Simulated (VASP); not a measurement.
# Hf (Im-3m) in VASP: a series of runs, part 2 of 2

VASP 6.6.1. Earlier steps stand in the parts before.

## 3. Single point, PBEsol (strain -0.025 along x and y, -0.025 along z)

INCAR

```
PREC = Accurate
ENCUT = 520
EDIFF = 1E-6
ISMEAR = 0
SIGMA = 0.15
LREAL = F
LASPH = T
NELM = 100
ALGO = Normal
ISIF = 2
LWAVE = F
LCHARG = F
GGA = PS
NBANDS = 11
```

KPOINTS

```
regular mesh
0
Gamma
  18 18 18
```

POSCAR

```
Hf
1.0
   -1.7598750000      1.7598750000      1.7598750000
    1.7598750000     -1.7598750000      1.7598750000
    1.7598750000      1.7598750000     -1.7598750000
Hf
1
Direct
    0.0000000000      0.0000000000      0.0000000000
```

Potentials or basis: VASP PAW PBE potentials, release 64 (Hf_pv).

On the command line:

```
> cat potpaw_PBE.64/Hf_pv/POTCAR > POTCAR
> mpirun -np 1 vasp_std > vasp.out
```

Run time: 14 s. Hardware: 1 thread of Intel Xeon 6975P-C (Granite Rapids), shared host; peak memory 0.17 GiB.

It converged, with:

| Property | Result |
| --- | --- |
| Free energy | -10.3392 eV |
| Pressure | -2.8 GPa |
| Band gap on the k mesh | zero (band 5 reaches 6.12 eV, above the bottom of band 6 at 3.88 eV) |

Levels at points of the mesh, in eV from the Fermi level:
| k point | band 1 | band 2 | band 3 | band 4 | band 5 | band 6 | band 7 | band 8 | band 9 | band 10 |
| --- | --- | --- | --- | --- | --- | --- | --- | --- | --- | --- |
| (0.00, 0.00, 0.00) | -29.67 | -29.67 | -29.67 | -7.12 | 1.54 | 1.54 | 1.54 | 4.41 | 4.41 | 13.45 |
| (0.50, 0.00, 0.00) | -30.57 | -29.96 | -29.68 | -3.45 | -0.54 | 1.20 | 4.24 | 5.28 | 7.86 | 10.53 |
| (0.50, 0.50, 0.50) | -30.30 | -30.30 | -30.30 | -2.67 | -2.67 | 6.99 | 6.99 | 6.99 | 7.44 | 7.44 |

Caveat: the cell differs from its parent crystal (strain -0.025 along x and y, -0.025 along z); the PAW data sets were made with another functional, which shifts forces and pressure a little; spin-orbit coupling is left out, which moves the levels of the heavy elements.

## 4. Single point, PBEsol (strain +0.025 along x and y, +0.025 along z)

INCAR

```
SYSTEM = Hf
PREC = Accurate ; ENCUT = 520
EDIFF = 1E-6 ; ISMEAR = 0
SIGMA = 0.15 ; LREAL = .FALSE.
LASPH = .TRUE. ; NELM = 100
ALGO = Normal ; ISIF = 2
LWAVE = .FALSE. ; LCHARG = .TRUE.
GGA = PS ; LELF = .TRUE.
LVHAR = .TRUE. ; NBANDS = 11
```

KPOINTS

```
regular mesh
0
G
  18 18 18
  0 0 0
```

POSCAR

```
Hf
1.0
   -1.8501250000      1.8501250000      1.8501250000
    1.8501250000     -1.8501250000      1.8501250000
    1.8501250000      1.8501250000     -1.8501250000
Hf
1
Direct
    0.0000000000      0.0000000000      0.0000000000
```

Potentials or basis: VASP PAW PBE potentials, release 64 (Hf_pv).

On the command line:

```
> cat potpaw_PBE.64/Hf_pv/POTCAR > POTCAR
> mpirun -np 1 vasp_std > vasp.out
```

OUTCAR:

```text
SYSTEM = Hf
   PREC = Accurate
   ENCUT = 520
   EDIFF = 1E-6
   ISMEAR = 0
   LREAL = .FALSE.
   LASPH = .TRUE.
   NELM = 100
   ISIF = 2
   GGA = PS

 ion  position               nearest neighbor table
   1  0.000  0.000  0.000-

  LATTYP: Found a body centered cubic cell.
 ALAT       =     3.7002500000

  Lattice vectors:

 A1 = (  -1.8501250000,   1.8501250000,   1.8501250000)
 A2 = (   1.8501250000,  -1.8501250000,   1.8501250000)
 A3 = (   1.8501250000,   1.8501250000,  -1.8501250000)

Analysis of symmetry for initial positions (statically):
=====================================================================
 Subroutine PRICEL returns:
 Original cell was already a primitive cell.

 Routine SETGRP: Setting up the symmetry group for a
 body centered cubic supercell.

 Subroutine GETGRP returns: Found 48 space group operations
 (whereof 48 operations were pure point group operations)
 out of a pool of 48 trial point group operations.

The static configuration has the point symmetry O_h .

Analysis of symmetry for dynamics (positions and initial velocities):
[... 164 lines left out ...]
 k-point     1 :       0.0000    0.0000    0.0000
  band No.  band energies     occupation
      1     -26.6459      2.00000
      2     -26.6459      2.00000
      3     -26.6459      2.00000
      4      -3.0056      2.00000
      5       5.0203      0.00000
      6       5.0203      0.00000
      7       5.0203      0.00000
      8       7.4658      0.00000
      9       7.4658      0.00000
     10      16.3610      0.00000
     11      16.3610      0.00000
[... 309 lines left out ...]
 k-point    24 :       0.3889    0.1111    0.0000
  band No.  band energies     occupation
      1     -27.1477      2.00000
      2     -26.8375      2.00000
      3     -26.6701      2.00000
      4       0.8120      2.00000
      5       3.3390      1.99492
      6       3.9235      0.00675
      7       7.1522      0.00000
      8       8.1438      0.00000
      9      10.1512      0.00000
     10      12.0013      0.00000
     11      14.2768      0.00000

 [... further k-points ...]

------------------------ aborting loop because EDIFF is reached ----------------------------------------

  FORCE on cell =-STRESS in cart. coord.  units (eV):
  Direction    XX          YY          ZZ          XY          YZ          ZX
  --------------------------------------------------------------------------------------
  -------------------------------------------------------------------------------------
  Total       -2.2337864     -2.2337864     -2.2337864      0.0000000      0.0000000     -0.0000000
  in kB     -141.2827126   -141.2827126   -141.2827126      0.0000000      0.0000000     -0.0000000
  external PRESSURE =    -141.2827126 kB  Pullay stress =       0.0000000 kB

 VOLUME and BASIS-vectors are now :
 -----------------------------------------------------------------------------
  energy-cutoff  :      520.00
  volume of cell :       25.33
      direct lattice vectors                 reciprocal lattice vectors
    -1.850125000  1.850125000  1.850125000     0.000000000  0.270252010  0.270252010
     1.850125000 -1.850125000  1.850125000     0.270252010  0.000000000  0.270252010
     1.850125000  1.850125000 -1.850125000     0.270252010  0.270252010  0.000000000

 POSITION                                       TOTAL-FORCE (eV/Angst)
 -----------------------------------------------------------------------------------
      0.00000      0.00000      0.00000        -0.000000      0.000000     -0.000000
 -----------------------------------------------------------------------------------
    total drift:                                0.000000      0.000000      0.000000

  FREE ENERGIE OF THE ION-ELECTRON SYSTEM (eV)
  ---------------------------------------------------
  free  energy   TOTEN  =       -10.1387337821 eV

  energy  without entropy=      -10.1123946408  energy(sigma->0) =      -10.12556421
```

Run time: 15 s. Hardware: 1 thread of Intel Xeon 6975P-C (Granite Rapids), shared host; peak memory 0.18 GiB.

What came out:

- Free energy: -10.1387 eV
- Pressure: -14.1 GPa
- Band gap on the k mesh: zero (band 5 reaches 5.02 eV, above the bottom of band 6 at 2.97 eV)

Levels at points of the mesh, in eV from the Fermi level:
```
           k point  band 1  band 2  band 3  band 4  band 5  band 6  band 7  band 8  band 9  band 10
(0.00, 0.00, 0.00)  -30.28  -30.28  -30.28   -6.64    1.38    1.38    1.38    3.83    3.83    12.72
(0.50, 0.00, 0.00)  -30.82  -30.46  -30.28   -3.04   -0.34    0.69    3.60    4.48    6.54     8.53
(0.50, 0.50, 0.50)  -30.67  -30.67  -30.67   -2.09   -2.09    5.86    5.86    5.86    6.30     6.30
```

Caveat: the cell differs from its parent crystal (strain +0.025 along x and y, +0.025 along z); the PAW data sets were made with another functional, which shifts forces and pressure a little; spin-orbit coupling is left out, which moves the levels of the heavy elements.

## 5. Overview

```tsv
cell	gap on the mesh (eV)	pressure (GPa)
a = 2.970 Å, angles 109.5°, 1 atom	none	6.0
a = 3.048 Å, angles 109.5°, 1 atom	none	-2.8
a = 3.205 Å, angles 109.5°, 1 atom	none	-14.1
```

Alike in all rows: task single point; level PBEsol; potentials or basis VASP PAW PBE potentials, release 64 (Hf_pv); no spin polarisation; k mesh 18 × 18 × 18; cutoff (eV) 520; smearing gaussian 0.15 eV.

Caveats: the PAW data sets were made with another functional, which shifts forces and pressure a little; spin-orbit coupling is left out, which moves the levels of the heavy elements.

Absolute energies hang on the potentials; compare differences alone.
